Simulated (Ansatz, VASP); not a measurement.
**F in VASP and in Ansatz**

```
CELL_PARAMETERS angstrom
2.88093 -1.68999 0.30403
2.88093 1.68999 0.30403
-0.79841 0.00000 6.36465
ATOMIC_POSITIONS crystal
F 0.91386 0.58555 0.09393
F 0.41445 0.08614 0.40607
F 0.08614 0.41445 0.90607
F 0.58555 0.91386 0.59393
```

Change from the starting cell: volume 15.699 Å^3 an atom, stretch along a over the lengths across it, relative to the relaxed cell 1.0835.

Alike in both runs: task single point; functional PBE; dispersion D3(BJ); k mesh 8 × 8 × 4; occupations gaussian, width 0.05 eV; no spin polarisation.

|  | VASP | Ansatz |
| --- | --- | --- |
| version | VASP 6.6.1 | Ansatz 0.2.0 |
| potentials or method | VASP PAW PBE potentials, release 64 (F), cutoff 520 eV | scalar-relativistic, plane waves, PAW |
| valence electrons in the cell | 28 | 28 |

```csv
,VASP,Ansatz,Ansatz less VASP
gap on the k mesh at the Fermi level (eV),3.94,4.03,+0.092
least direct gap on the mesh (eV),3.94,4.03,+0.092
pressure (GPa),9.5,8.8,-0.68
"traceless stress, the component that is largest in VASP (GPa)",13.57,11.79,-1.781
rms of the force components (eV/Å),2.336,2.014,-0.3214
```

Atom by atom the forces differ by 0.321 eV/Å (rms over components).
